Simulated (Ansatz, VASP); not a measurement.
**Two plane-wave programs on SrTlF3**

POSCAR

```
SrTlF3
1.0
    4.6144231792      0.0000000000      0.0000000000
    0.0000000000      4.7085950809      0.0000000000
    0.0000000000      0.0000000000      4.7085950809
Tl Sr F
1 1 3
Direct
    0.0000000000      0.0000000000      0.0000000000
    0.5000000000      0.5000000000      0.5000000000
    0.5000000000      0.5000000000      0.0000000000
    0.5000000000      0.0000000000      0.5000000000
    0.0000000000      0.5000000000      0.5000000000
```

The input INCAR.step1:

```
SYSTEM = SrTlF3
PREC = Accurate
ENCUT = 520
EDIFF = 1E-5
ISMEAR = 0
SIGMA = 0.01
LREAL = .FALSE.
LASPH = .TRUE.
NELM = 120
ALGO = Normal
ISIF = 2
LWAVE = .TRUE.
LCHARG = .FALSE.
GGA = PE
NBANDS = 30
GGA_COMPAT = .FALSE.
KPAR = 4
```

File INCAR.step2:

```
SYSTEM = SrTlF3
PREC = Accurate
ENCUT = 520
EDIFF = 1E-6
ISMEAR = 0
SIGMA = 0.01
LREAL = .FALSE.
LASPH = .TRUE.
NELM = 120
ALGO = Normal
ISIF = 2
LWAVE = .FALSE.
LCHARG = .FALSE.
GGA = PE
LHFCALC = .TRUE.
HFSCREEN = 0.2079
PRECFOCK = Normal
ISTART = 1
NBANDS = 30
GGA_COMPAT = .FALSE.
KPAR = 4
```

KPOINTS

```
Automatic mesh
0
G
  4 4 4
  0 0 0
```

Input for Ansatz:

```yaml
crystal:
  lattice:
    - [4.6144231792, 0.0, 0.0]
    - [0.0, 4.7085950809, 0.0]
    - [0.0, 0.0, 4.7085950809]
  atoms:
    - { symbol: Tl, position: [0.0, 0.0, 0.0] }
    - { symbol: Sr, position: [0.5, 0.5, 0.5] }
    - { symbol: F, position: [0.5, 0.5, 0.0] }
    - { symbol: F, position: [0.5, 0.0, 0.5] }
    - { symbol: F, position: [0.0, 0.5, 0.5] }
kpoints:
  mp_grid: { grid: [4, 4, 4] }
  band_path:
    path: [[0.0, 0.0, 0.0], [0.0, 0.5, 0.0], [0.5, 0.5, 0.0], [0.5, 0.5, 0.5]]
    npoints: 1
hamiltonian:
  xc: hse06
scf:
  occupations: { method: fixed }
  n_extra_bands: 5
output:
  forces: true
  stress: true
  eigenvalues: true
```

Change from the starting cell: uniaxial_x strain -2.0%.

Alike in both runs: task single point; functional HSE06; k mesh 4 × 4 × 4; no spin polarisation.

|  | VASP | Ansatz |
| --- | --- | --- |
| version | VASP 6.6.1 | Ansatz 0.2.0 |
| potentials or method | VASP PAW PBE potentials, release 64 (Tl_d, Sr_sv, F) | plane waves, PAW |
| plane-wave cutoff (eV) | 520 | 420 |
| occupations | gaussian, width 0.01 eV | fixed |
| valence electrons in the cell | 44 | 44 |

Ansatz gave:

- gap on the k mesh at the Fermi level (eV): 5.77
- pressure (GPa): 2.0
- traceless stress, the component that is largest in VASP (GPa): 1.29

**Question.** What did VASP give for the same quantities?

**Answer.** gap on the k mesh at the Fermi level (eV): 5.76; pressure (GPa): 2.3; traceless stress, the component that is largest in VASP (GPa): 1.35.

Ansatz's warnings: stress exchange threshold loose, stress scf threshold loose.

Spin-orbit coupling is off throughout.
